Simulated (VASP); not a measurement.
**BP: relaxation of cell and atoms with LDA**

The system is BP.

```xyz
2
Lattice="0.0000 2.2452 2.2452 2.2452 0.0000 2.2452 2.2452 2.2452 0.0000" Properties=species:S:1:pos:R:3 pbc="T T T"
B     0.0000    0.0000    0.0000
P     3.3678    3.3678    3.3678
```

| Quantity | Value |
| --- | --- |
| Program | VASP 6.6.1 |
| Task | relaxation of cell and atoms |
| Functional | LDA |
| Potentials or basis | VASP PAW LDA potentials, release 64 (B, P) |
| Cutoff | 500 eV |
| k mesh | 10 × 10 × 10 |
| Occupations | gaussian, width 0.01 eV |
| Spin | no spin polarisation |
| Target pressure | 4 GPa |
| Dipole correction | no |
| Further INCAR settings | ALGO = Normal; EDIFF = 1e-07; IBRION = 2; EDIFFG = -0.001; NSW = 80; ISIF = 3 |

The relaxed volume is 11.07 Å³/atom. The relaxed cell is a = 3.152 Å, b = 3.152 Å, c = 3.152 Å, α = 60.00°, β = 60.00°, γ = 60.00° and the space group after relaxing (to 0.05 Å) is F-43m (No. 216). The energy change on relaxing (the enthalpy is what falls) is +3.0 meV/atom, the ionic steps are 3 and the pressure after relaxing is 4.0 GPa. The band gap on the k mesh is 1.12 eV, indirect (least direct gap 3.47 eV).

Step by step:
| step | energy change (eV) | largest force (eV/Å) | pressure (GPa) | volume (Å³) |
| --- | --- | --- | --- | --- |
| 1 | 0.0000 | 0.0000 | -0.10 | 22.64 |
| 2 | 0.0220 | 0.0000 | 7.90 | 21.70 |
| 3 | 0.0060 | 0.0000 | 3.99 | 22.13 |

Final structure:
```cif
data_structure
_symmetry_space_group_name_H-M 'P 1'
_symmetry_Int_Tables_number 1
_cell_length_a 3.1516
_cell_length_b 3.1516
_cell_length_c 3.1516
_cell_angle_alpha 60.000
_cell_angle_beta 60.000
_cell_angle_gamma 60.000
_cell_volume 22.13
loop_
_atom_site_label
_atom_site_type_symbol
_atom_site_fract_x
_atom_site_fract_y
_atom_site_fract_z
_atom_site_occupancy
B1 B 0.00000 0.00000 0.00000 1
P1 P 0.75000 0.75000 0.75000 1
```

Levels at points of the mesh, in eV from the valence-band top:
```
           k point  band 1  band 2  band 3  band 4  band 5  band 6  band 7  band 8
(0.00, 0.00, 0.00)  -15.87    0.00    0.00    0.00    3.47    3.47    3.47    8.21
(0.50, 0.00, 0.00)  -12.33   -9.40   -1.81   -1.81    4.11    4.72    4.72   10.12
(0.50, 0.50, 0.00)  -10.76   -8.76   -4.30   -4.30    1.20    1.51   12.51   12.51
```

It took 18 s on 1 thread of AMD EPYC 7R43 64-Core Processor (Zen 3) (shared host), peak memory 0.09 GiB.

Caveat: the cell is relaxed towards a set pressure, so the enthalpy falls and the energy may rise. Zero-point motion and thermal expansion aren't in these numbers.
